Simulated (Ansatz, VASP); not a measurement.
## B3C2: VASP beside Ansatz

File INCAR:

```
SYSTEM = B3C2
PREC = Accurate
ENCUT = 520
EDIFF = 1E-6
ISMEAR = 0
SIGMA = 0.1
LREAL = .False.
LASPH = .True.
NELM = 60
ALGO = Normal
ISIF = 2
LWAVE = .False.
LCHARG = .False.
GGA = PE
NBANDS = 16
```

File KPOINTS:

```
Automatic mesh
0
Gamma
  6 6 4
  0 0 0
```

POSCAR

```
B3C2
1.0
    2.9224546700      0.0000000000      0.0000000000
   -1.4612273400      2.5309199900      0.0000000000
    0.0000000000      0.0000000000      6.4318082200
B C
3 2
Direct
    0.6666666700      0.3333333300      0.6475002000
    0.6666666700      0.3333333300      0.3524998000
    0.6666666700      0.3333333300      0.0000000000
    0.3333333300      0.6666666700      0.9056714100
    0.3333333300      0.6666666700      0.0943285900
```

Input for Ansatz:

```yaml
crystal:
  lattice:
    - [2.92245467, 0.0, 0.0]
    - [-1.46122734, 2.53091999, 0.0]
    - [0.0, 0.0, 6.43180822]
  atoms:
    - { symbol: B, position: [0.66666667, 0.33333333, 0.6475002] }
    - { symbol: B, position: [0.66666667, 0.33333333, 0.3524998] }
    - { symbol: B, position: [0.66666667, 0.33333333, 0.0] }
    - { symbol: C, position: [0.33333333, 0.66666667, 0.90567141] }
    - { symbol: C, position: [0.33333333, 0.66666667, 0.09432859] }
basis:
  ecutwfc: 420
kpoints:
  mp_grid: { grid: [6, 6, 4] }
hamiltonian:
  xc: pbe
scf:
  occupations: { method: gaussian, width: 0.1 }
  lower_state_search: "off"
output:
  forces: true
  stress: true
  eigenvalues: true
```

Alike in both runs: task single point; functional PBE; k mesh 6 × 6 × 4; occupations gaussian, width 0.1 eV; no spin polarisation.

```csv
,VASP,Ansatz
version,VASP 6.6.1,Ansatz 0.2.0
potentials or method,"VASP PAW PBE potentials, release 64 (B, C), cutoff 520 eV","scalar-relativistic, plane waves, PAW"
valence electrons in the cell,17,17
```

|  | VASP | Ansatz | Ansatz less VASP |
| --- | --- | --- | --- |
| gap on the k mesh at the Fermi level (eV) | none | none | - |
| pressure (GPa) | 0.7 | 0.5 | -0.23 |
| traceless stress, the component that is largest in VASP (GPa) | 37.76 | 37.40 | -0.366 |
| rms of the force components (eV/Å) | 4.748 | 4.680 | -0.0682 |

Atom by atom the forces differ by 0.068 eV/Å (rms over components). A gap of «none» marks a metal or a gap that the smearing closes. The functional is the same, so the differences come from potentials, cutoffs and numerics.

The k mesh is coarse, so the values compare programs but aren't converged.
